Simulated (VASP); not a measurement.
SnSe, 2 atoms in the cell. The structure is cubic, space group F-43m (No. 216). The conventional cell has a = 6.728 Å, b = 6.728 Å, c = 6.728 Å, α = 90.00°, β = 90.00°, γ = 90.00°. Sn (site symmetry -43m) has 4 Se at 2.91 Å within 3.8 Å. Se (site symmetry -43m) has 4 Sn at 2.91 Å within 3.8 Å. 

- Program: VASP 6.6.1
- Task: single point
- Functional: PBE-based screened hybrid with 75 % exact exchange
- Potentials or basis: VASP PAW PBE potentials, release 64 (Sn_d, Se)
- Cutoff: 520 eV
- k mesh: 4 × 4 × 4
- Occupations: fermi-dirac, width 0.02 eV
- Spin: no spin polarisation
- Dipole correction: no
- Grid for exact exchange (PRECFOCK): Normal
- Share of exact exchange: 0.75
- Further INCAR settings: ALGO = Normal; EDIFF = 1e-07; NBANDS = 17
- Screening parameter: 0.5 1/Å

Potentials or basis: VASP PAW PBE potentials, release 64 (Sn_d, Se).

Run with:

```console
$ cat potpaw_PBE.64/Sn_d/POTCAR potpaw_PBE.64/Se/POTCAR > POTCAR
$ cp INCAR.step1 INCAR
$ mpirun -np 1 vasp_std > vasp.out
$ cp INCAR.step2 INCAR
$ mpirun -np 1 vasp_std > vasp.out
```

Hardware: 1 thread of Intel(R) Xeon(R) Platinum 8259CL CPU @ 2.50GHz (Skylake/Cascade Lake), with other jobs on the host.

Question: How long does it take, and how much memory?

Answer: Wall time 45 min on 1 thread of Intel(R) Xeon(R) Platinum 8259CL CPU @ 2.50GHz (Skylake/Cascade Lake), on a shared host, peak memory 0.32 GiB. Counts: k points 8.
